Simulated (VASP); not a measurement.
Input of a VASP 6.6.1 run:

INCAR

```
SYSTEM = Cu
PREC     = Accurate       ! precision mode
ENCUT    = 520            ! plane-wave cutoff, eV
EDIFF    = 1E-6           ! SCF threshold, eV
ISMEAR   = 0              ! smearing method
SIGMA    = 0.1            ! smearing width, eV
LREAL    = .False.        ! projectors in reciprocal space
LASPH    = .True.         ! aspherical terms in the spheres
NELM     = 80             ! most SCF steps
ALGO     = Normal         ! electronic algorithm
ISIF     = 2              ! what is computed and relaxed
LWAVE    = .False.        ! write WAVECAR
LCHARG   = .False.        ! write CHGCAR
LDIPOL   = .True.       
IDIPOL   = 3            
DIPOL    = 0.5 0.5 0.315
NBANDS   = 84             ! bands
```

Contents of KPOINTS:

```
Automatic mesh
0
Gamma
  6 6 1
  0 0 0
```

File POSCAR:

```
Cu
1.0
    4.9751540563      0.0000000000      0.0000000000
    0.0000000000      4.9751540563      0.0000000000
    0.0000000000      0.0000000000     18.9178854445
Cu
13
Direct
    0.2500000000      0.2500000000      0.2114401217
    0.2500000000      0.7500000000      0.2114401217
    0.7500000000      0.2500000000      0.2114401217
    0.7500000000      0.7500000000      0.2114401217
    0.0000000000      0.0000000000      0.3017752139
    0.0000000000      0.5000000000      0.3017752139
    0.5000000000      0.0000000000      0.3017752139
    0.5000000000      0.5000000000      0.3017752139
    0.2500000000      0.2500000000      0.3921096502
    0.2500000000      0.7500000000      0.3921096502
    0.7500000000      0.2500000000      0.3921096502
    0.7500000000      0.7500000000      0.3921096502
    0.5000000000      0.5000000000      0.4739650958
```

Potentials or basis: VASP PAW LDA potentials, release 64 (Cu).

The run is started by

```bash
$ cat potpaw_LDA.64/Cu/POTCAR > POTCAR
$ mpirun -np 1 vasp_std > vasp.out
```

Problem. Estimate the band gap on the k mesh.

Solution. Zero (an odd number of electrons rules out a gap without spin polarisation).

Problem. Predict the largest force.

Solution. 0.293 eV/Å.

Forces on the atoms (eV/Å):
```
Cu   0.044  0.044 -0.040
Cu   0.044 -0.044 -0.040
Cu  -0.044  0.044 -0.040
Cu  -0.044 -0.044 -0.040
Cu   0.000  0.000  0.041
Cu   0.000  0.000 -0.204
Cu   0.000  0.000 -0.204
Cu   0.000  0.000 -0.293
Cu  -0.155 -0.155  0.183
Cu  -0.155  0.155  0.183
Cu   0.155 -0.155  0.183
Cu   0.155  0.155  0.183
Cu   0.000  0.000  0.089
```
